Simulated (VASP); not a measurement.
# BAs (F-43m) in VASP: further runs

The runs below take BAs through single point, with HSE06, PBEsol, PBE, B3LYP.

Everything below comes from runs of VASP 6.6.1. Logs are shortened: lines on timing, memory, paths and dates and some standing lists are left out, and cuts for length are marked.

## 1. The cell of the first run

Symmetry: F-43m, No. 216, cubic system. The conventional cell has a = 4.777 Å, b = 4.777 Å, c = 4.777 Å, α = 90.00°, β = 90.00°, γ = 90.00°. Within 2.7 Å of As (site symmetry -43m) lie 4 B at 2.07 Å. Within 2.7 Å of B (site symmetry -43m) lie 4 As at 2.07 Å.

## 2. Single point, HSE06

POSCAR reads:

```
BAs
1.0
    0.0000000000      2.3885000000      2.3885000000
    2.3885000000      0.0000000000      2.3885000000
    2.3885000000      2.3885000000      0.0000000000
As B
1 1
Direct
    0.7500000000      0.7500000000      0.7500000000
    0.0000000000      0.0000000000      0.0000000000
```

INCAR.step1 reads:

```
PREC = Accurate
ENCUT = 420
EDIFF = 1E-5
ISMEAR = -1
SIGMA = 0.1
LREAL = False
LASPH = True
NELM = 120
ALGO = Normal
ISIF = 2
LWAVE = True
LCHARG = False
NBANDS = 16
GGA = PE
GGA_COMPAT = False
```

INCAR.step2 reads:

```
PREC = Accurate
ENCUT = 420
EDIFF = 1E-6
ISMEAR = -1
SIGMA = 0.1
LREAL = False
LASPH = True
NELM = 120
ALGO = Normal
ISIF = 2
LWAVE = False
LCHARG = False
GGA = PE
LHFCALC = True
HFSCREEN = 0.2079
PRECFOCK = Normal
NBANDS = 16
ISTART = 1
GGA_COMPAT = False
```

KPOINTS reads:

```
Automatic mesh
0
Gamma
  5 5 5
```

Potentials or basis: VASP PAW PBE potentials, release 64 (As_d, B).

On the command line:

```sh
$ cat potpaw_PBE.64/As_d/POTCAR potpaw_PBE.64/B/POTCAR > POTCAR
$ cp INCAR.step1 INCAR
$ mpirun -np 1 vasp_std > vasp.out
$ cp INCAR.step2 INCAR
$ mpirun -np 1 vasp_std > vasp.out
```

OUTCAR:

```text
PREC = Accurate
   ENCUT = 420
   EDIFF = 1E-6
   ISMEAR = -1
   LREAL = False
   LASPH = True
   NELM = 120
   ISIF = 2
   GGA = PE
   LHFCALC = True
   HFSCREEN = 0.2079
   PRECFOCK = Normal
   ISTART = 1

 ion  position               nearest neighbor table
   1  0.750  0.750  0.750-   2 2.07   2 2.07   2 2.07   2 2.07
   2  0.000  0.000  0.000-   1 2.07   1 2.07   1 2.07   1 2.07

  LATTYP: Found a face centered cubic cell.
 ALAT       =     4.7770000000

  Lattice vectors:

 A1 = (   0.0000000000,   2.3885000000,   2.3885000000)
 A2 = (   2.3885000000,   0.0000000000,   2.3885000000)
 A3 = (   2.3885000000,   2.3885000000,   0.0000000000)

Analysis of symmetry for initial positions (statically):
=====================================================================
 Subroutine PRICEL returns:
 Original cell was already a primitive cell.

 Routine SETGRP: Setting up the symmetry group for a
 face centered cubic supercell.

 Subroutine GETGRP returns: Found 24 space group operations
 (whereof 24 operations were pure point group operations)
 out of a pool of 48 trial point group operations.

The static configuration has the point symmetry T_d .

Analysis of symmetry for dynamics (positions and initial velocities):
=====================================================================
 Subroutine PRICEL returns:
 Original cell was already a primitive cell.

 Routine SETGRP: Setting up the symmetry group for a
 face centered cubic supercell.

 Subroutine GETGRP returns: Found 24 space group operations
 (whereof 24 operations were pure point group operations)
 out of a pool of 48 trial point group operations.

The dynamic configuration has the point symmetry T_d .

 Subroutine INISYM returns: Found 24 space group operations
 (whereof 24 operations are pure point group operations),
 and found     1 'primitive' translations

----------------------------------------------------------------------------------------

                                     Primitive cell

  volume of cell :      27.2525

  direct lattice vectors                    reciprocal lattice vectors
     0.000000000  2.388500000  2.388500000    -0.209336404  0.209336404  0.209336404
     2.388500000  0.000000000  2.388500000     0.209336404 -0.209336404  0.209336404
     2.388500000  2.388500000  0.000000000     0.209336404  0.209336404 -0.209336404

  length of vectors
     3.377849094  3.377849094  3.377849094     0.362581287  0.362581287  0.362581287

  position of ions in fractional coordinates (direct lattice)
     0.750000000  0.750000000  0.750000000
     0.000000000  0.000000000  0.000000000

  ion indices of the primitive-cell ions
   primitive index   ion index
                 1           1
                 2           2

----------------------------------------------------------------------------------------

 KPOINTS: Automatic mesh

Automatic generation of k-mesh.
 Grid dimensions read from file:
 generate k-points for:    5    5    5

 Generating k-lattice:

  Cartesian coordinates                     Fractional coordinates (reciprocal lattice)
    -0.041867281  0.041867281  0.041867281     0.200000000  0.000000000  0.000000000
     0.041867281 -0.041867281  0.041867281     0.000000000  0.200000000  0.000000000
     0.041867281  0.041867281 -0.041867281     0.000000000  0.000000000  0.200000000

  Length of vectors
     0.072516257  0.072516257  0.072516257

  Shift w.r.t. Gamma in fractional coordinates (k-lattice)
     0.000000000  0.000000000  0.000000000

 Subroutine IBZKPT returns following result:
 ===========================================

 Found     10 irreducible k-points:

 Following reciprocal coordinates:
            Coordinates               Weight
  0.000000  0.000000  0.000000      1.000000
  0.200000  0.000000  0.000000      8.000000
  0.400000  0.000000  0.000000      8.000000
  0.200000  0.200000  0.000000      6.000000
  0.400000  0.200000  0.000000     24.000000
 -0.400000  0.200000  0.000000     24.000000
 -0.200000  0.200000  0.000000     12.000000
  0.400000  0.400000  0.000000      6.000000
 -0.400000  0.400000  0.000000     12.000000
 -0.400000  0.400000  0.200000     24.000000
   k-points           NKPTS =     10   k-points in BZ     NKDIM =    125   number of bands    NBANDS=     16
   number of dos      NEDOS =    301   number of ions     NIONS =      2
   total plane-waves  NPLWV =  13824
   dimension x,y,z NGX =    24 NGY =   24 NGZ =   24
   dimension x,y,z NGXF=    48 NGYF=   48 NGZF=   48
   ions per type =               1   1
   NGX,Y,Z   is equivalent  to a cutoff of  11.81, 11.81, 11.81 a.u.
   NGXF,Y,Z  is equivalent  to a cutoff of  23.62, 23.62, 23.62 a.u.
 SYSTEM =  unknown system
   PREC   = accura    normal or accurate (medium, high low for compatibility)
   ISTART =      1    job   : 0-new  1-cont  2-samecut
   ICHARG =      0    charge: 1-file 2-atom 10-const
   ISPIN  =      1    spin polarized calculation?
   LNONCOLLINEAR =      F non collinear calculations
   LSORBIT =      F    spin-orbit coupling
   LASPH  =      T    aspherical Exc in radial PAW
   ENCUT  =  420.0 eV  30.87 Ry    5.56 a.u.   5.64  5.64  5.64*2*pi/ulx,y,z
   NELM   =    120;   NELMIN=  2; NELMDL=  0     # of ELM steps
   EDIFF  = 0.1E-05   stopping-criterion for ELM
   LREAL  =      F    real-space projection
   EDIFFG = 0.1E-04   stopping-criterion for IOM
   NSW    =      0    number of steps for IOM
   IBRION =     -1    ionic relax: 0-MD 1-quasi-New 2-CG
   NFREE  =      0    steps in history (QN), initial steepest desc. (CG)
   ISIF   =      2    stress and relaxation
   ISYM   =      3    0-nonsym 1-usesym 2-fastsym
   POTIM  = 0.5000    time-step for ionic-motion
   TEBEG  =    0.0;   TEEND  =   0.0 temperature during run
   PSTRESS=    0.0 pullay stress
   NELECT =      18.0000    total number of electrons
   NUPDOWN=      -1.0000    fix difference up-down
   EMIN   =  10.00;   EMAX   =-10.00  energy-range for DOS
   EFERMI =   0.00;   METHOD = LEGACY
   ISMEAR =    -1;   SIGMA  =   0.10  broadening in eV -4-tet -1-fermi 0-gaus
   EFERMI_NEDOS =   21; number of points for ismear=-14 and -15
   IALGO  =     38    algorithm
   IMIX   =      1    mixing-type and parameters
     AMIX     =   0.40;   BMIX     =  1.00
     AMIX_MAG =   1.60;   BMIX_MAG =  1.00
  volume/ion in A,a.u.               =      13.63        91.95
  Fermi-wavevector in a.u.,A,eV,Ry     =   1.425707  2.694196 27.655770  2.032642
  Thomas-Fermi vector in A             =   2.546063
   LORBIT       =      0    0 simple, 1 ext, 2 COOP (PROOUT), +10 PAW based schemes
   GGA     = PE    functional components
   LHFCALC =     T    Hartree Fock is set to
   PRECFOCK=normal    Normal, Fast or Accurate (Low or Medium for compatibility)
   ENCUT4O =  -1.0   cutoff for four orbital integrals eV
   NKREDX  =     1    reduce k-point grid by
   NKREDY  =     1    reduce k-point grid by
   NKREDZ  =     1    reduce k-point grid by
   AEXX    =    0.2500 exact exchange contribution
   HFSCREEN=    0.2079 screening length (either q_TF or 0.3 A-1)
   HFSCREENC=   0.2079 screening length for correlation (either q_TF or 0.3 A-1)
   ENCUTFOCK=  -1.0 apply spherical cutoff to Coloumb kernel
   IVDW    =     0    specifies the selected vdW correction
   LEPSILON=     F    determine dielectric tensor
   LRPA    =     F    only Hartree local field effects (RPA)
 non-spin polarized calculation
  energy-cutoff  :      420.00
  volume of cell :       27.25
 maximum number of plane-waves:       547
  NGX = 18; NGY = 18; NGZ = 18

 number of electron      18.0000019 magnetization

 Free energy of the ion-electron system (eV)
  ---------------------------------------------------
  ext. energy  EPLUGINS =         0.00000000
  ---------------------------------------------------
  free energy    TOTEN  =       -13.24739847 eV

  energy without entropy =      -13.24738456  energy(sigma->0) =      -13.24739151

 E-fermi :   5.3114     XC(G=0):  -9.1755

 val. band max:        4.4251754503   @ k =   0.0000   0.0000   0.0000
 cond. band min:       6.2670148252   @ k =   0.4000   0.4000   0.0000
 fundamental gap:      1.8418393750
 Fermi energy:         5.3113553215

 k-point     1 :       0.0000    0.0000    0.0000
  band No.  band energies     occupation
      1     -34.9329      2.00000
      2     -34.9329      2.00000
      3     -34.9329      2.00000
      4     -34.9061      2.00000
      5     -34.9061      2.00000
      6     -12.5156      2.00000
[... 8 lines left out ...]
     15      18.7494      0.00000
     16      18.7495      0.00000

 k-point     2 :       0.2000    0.0000    0.0000
  band No.  band energies     occupation
      1     -34.9317      2.00000
      2     -34.9303      2.00000
      3     -34.9303      2.00000
      4     -34.9059      2.00000
      5     -34.9059      2.00000
      6     -11.8002      2.00000
[... 8 lines left out ...]
     15      16.7560      0.00000
     16      16.7650      0.00000

 k-point     3 :       0.4000    0.0000    0.0000
  band No.  band energies     occupation
      1     -34.9298      2.00000
      2     -34.9271      2.00000
      3     -34.9271      2.00000
      4     -34.9045      2.00000
      5     -34.9045      2.00000
      6      -9.9250      2.00000
[... 8 lines left out ...]
     15      18.9457      0.00000
     16      18.9457      0.00000

 k-point     4 :       0.2000    0.2000    0.0000
  band No.  band energies     occupation
      1     -34.9347      2.00000
      2     -34.9275      2.00000
      3     -34.9275      2.00000
      4     -34.9080      2.00000
      5     -34.9041      2.00000
      6     -11.5572      2.00000
[... 8 lines left out ...]
     15      18.2161      0.00000
     16      19.7887      0.00000
[... 58 lines left out ...]
 k-point     8 :       0.4000    0.4000    0.0000
  band No.  band energies     occupation
      1     -34.9375      2.00000
      2     -34.9185      2.00000
      3     -34.9185      2.00000
      4     -34.9114      2.00000
      5     -34.9009      2.00000
      6      -8.9001      2.00000
[... 8 lines left out ...]
     15      22.7854      0.00000
     16      22.8911      0.00000

 k-point     9 :      -0.4000    0.4000    0.0000
  band No.  band energies     occupation
      1     -34.9346      2.00000
      2     -34.9195      2.00000
      3     -34.9185      2.00000
      4     -34.9102      2.00000
      5     -34.9019      2.00000
      6      -7.7860      2.00000
[... 8 lines left out ...]
     15      20.0596      0.00000
     16      22.7543      0.00000

 k-point    10 :      -0.4000    0.4000    0.2000
  band No.  band energies     occupation
      1     -34.9311      2.00000
      2     -34.9245      2.00000
      3     -34.9187      2.00000
      4     -34.9085      2.00000
      5     -34.9030      2.00000
      6      -8.3723      2.00000
[... 8 lines left out ...]
     15      20.1193      0.00000
     16      22.6514      0.00000

------------------------ aborting loop because EDIFF is reached ----------------------------------------

  FORCE on cell =-STRESS in cart. coord.  units (eV):
  Direction    XX          YY          ZZ          XY          YZ          ZX
  --------------------------------------------------------------------------------------
  -------------------------------------------------------------------------------------
  Total       -0.0627323     -0.0627323     -0.0627323      0.0000000     -0.0000000      0.0000000
  in kB       -3.6880424     -3.6880424     -3.6880424      0.0000000     -0.0000000      0.0000000
  external PRESSURE =      -3.6880424 kB  Pullay stress =       0.0000000 kB

 VOLUME and BASIS-vectors are now :
 -----------------------------------------------------------------------------
  energy-cutoff  :      420.00
  volume of cell :       27.25
      direct lattice vectors                 reciprocal lattice vectors
     0.000000000  2.388500000  2.388500000    -0.209336404  0.209336404  0.209336404
     2.388500000  0.000000000  2.388500000     0.209336404 -0.209336404  0.209336404
     2.388500000  2.388500000  0.000000000     0.209336404  0.209336404 -0.209336404

 POSITION                                       TOTAL-FORCE (eV/Angst)
 -----------------------------------------------------------------------------------
      3.58275      3.58275      3.58275        -0.000000      0.000000      0.000000
      0.00000      0.00000      0.00000         0.000000     -0.000000     -0.000000
 -----------------------------------------------------------------------------------
    total drift:                                0.000023      0.000018      0.000016

  FREE ENERGIE OF THE ION-ELECTRON SYSTEM (eV)
  ---------------------------------------------------
  free  energy   TOTEN  =       -13.2473984665 eV

  energy  without entropy=      -13.2473845614  energy(sigma->0) =      -13.24739151
```

Run time: 9.5 min. Hardware: 1 thread of Intel Xeon Platinum 8375C at 2.90GHz (Ice Lake), shared host; peak memory 0.24 GiB.

Results:

```
Free energy            : -13.2474 eV
Pressure               : -0.4 GPa
Band gap on the k mesh : 1.84 eV (least direct gap 4.13 eV)
```

Caveat: the k points lie up to 0.46 Å⁻¹ apart; the PAW data sets were made with another functional, which shifts forces and pressure a little; an odd mesh through Γ misses points on the zone boundary, where band edges can lie.

## 3. Single point, PBEsol, non-collinear spin, zero start, spin-orbit coupling

INCAR reads:

```
SYSTEM = BAs
PREC = Accurate
ENCUT = 520
EDIFF = 1E-6
ISMEAR = -1
SIGMA = 0.05
LREAL = .False.
LASPH = .True.
NELM = 150
ALGO = Normal
ISIF = 2
LWAVE = .False.
LCHARG = .False.
LNONCOLLINEAR = .True.
MAGMOM = 0 0 0 0 0 0
LORBIT = 11
LSORBIT = .True.
GGA_COMPAT = .False.
LORBMOM = .True.
GGA = PS
NBANDS = 20
```

KPOINTS reads:

```
regular mesh
0
Gamma
  10 10 10
  0 0 0
```

POSCAR is that of step 2.

Potentials or basis: VASP PAW PBE potentials, release 64 (As, B).

On the command line:

```sh
$ cat potpaw_PBE.64/As/POTCAR potpaw_PBE.64/B/POTCAR > POTCAR
$ mpirun -np 1 vasp_ncl > vasp.out
```

It took 57 s on 1 thread of AMD EPYC 9R14 (Zen 4), shared host; peak memory 0.24 GiB.

It converged, with:

* Free energy: -12.2145 eV
* Pressure: 0.1 GPa
* Net moment: 0.00 μB per cell
* Valence electrons inside the program's atomic spheres: As 2.93; B 1.82

Moments on the atoms (μB; x, y, z):
```
As  0.00 0.00 0.00
B   0.00 0.00 0.00
```

Caveat: the PAW data sets were made with another functional, which shifts forces and pressure a little.

## 4. Single point, PBE, non-collinear spin, zero start, spin-orbit coupling

This run uses another cell than the first one, of 14.44 Å³/atom.

INCAR reads:

```
  ALGO = Normal
  EDIFF = 1E-6
  ENCUT = 560
  GGA = PE
  GGA_COMPAT = False
  ISIF = 2
  ISMEAR = -1
  LASPH = True
  LCHARG = True
  LNONCOLLINEAR = True
  LORBIT = 11
  LORBMOM = True
  LREAL = False
  LSORBIT = True
  LVHAR = True
  LWAVE = False
  MAGMOM = 0 0 0 0 0 0
  NBANDS = 30
  NELM = 200
  PREC = Accurate
  SIGMA = 0.05
```

KPOINTS reads:

```
k-points
0
Gamma
  10 10 10
```

POSCAR reads:

```
BAs
1.0
    0.0000000000      2.4353452264      2.4353452264
    2.4353452264      0.0000000000      2.4353452264
    2.4353452264      2.4353452264      0.0000000000
As B
1 1
Direct
    0.7500000000      0.7500000000      0.7500000000
    0.0000000000      0.0000000000      0.0000000000
```

Potentials or basis: VASP PAW PBE potentials, release 64 (As_d, B).

On the command line:

```sh
$ cat potpaw_PBE.64/As_d/POTCAR potpaw_PBE.64/B/POTCAR > POTCAR
$ mpirun -np 1 vasp_ncl > vasp.out
```

Wall time 1.7 min (1 thread of AMD EPYC 9R45 (Zen 5), shared host); peak memory 0.27 GiB.

It converged, with:

```
Free energy                                           : -11.4412 eV
Pressure                                              : -4.8 GPa
Net moment                                            : 0.00 μB per cell
Valence electrons inside the program's atomic spheres : As 13.78; B 1.77
```

Moments on the atoms (μB; x, y, z):
```
As  0.00 0.00 0.00
B   0.00 0.00 0.00
```

Caveat: the cell stands under tension.

(Continued in part 2 of 2.)
